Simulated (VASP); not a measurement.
The system is K2S.

```xyz
3
Lattice="0.0000 3.7028 3.7028 3.7028 0.0000 3.7028 3.7028 3.7028 0.0000" Properties=species:S:1:pos:R:3 pbc="T T T"
S     0.0000    0.0000    0.0000
K     1.8514    1.8514    1.8514
K     5.5541    5.5541    5.5541
```

Base run:

| Quantity | Value |
| --- | --- |
| Program | VASP 6.6.1 |
| Functional | PBE |
| Potentials or basis | VASP PAW PBE potentials, release 64 (S, K_sv) |
| Cutoff | 500 eV |
| k mesh | 6 × 6 × 6 |
| Occupations | gaussian, width 0.01 eV |
| Spin | no spin polarisation |

Its results: band gap on the k mesh 2.38 eV, indirect (least direct gap 2.57 eV); pressure 0.5 GPa.

Question: The run is repeated on the same cell with these changes: functional from PBE to r2SCAN; cutoff from 500 eV to 550 eV. What comes out?

Answer: Band gap on the k mesh 2.76 eV, indirect (least direct gap 2.95 eV); pressure 0.0 GPa.

r2SCAN gives the wider gap, since meta-GGAs in the generalised Kohn-Sham scheme recover part of the derivative discontinuity.

Caveats: the PAW data sets were made with another functional, which shifts forces and pressure a little (some runs).

A k mesh can miss the band edges.
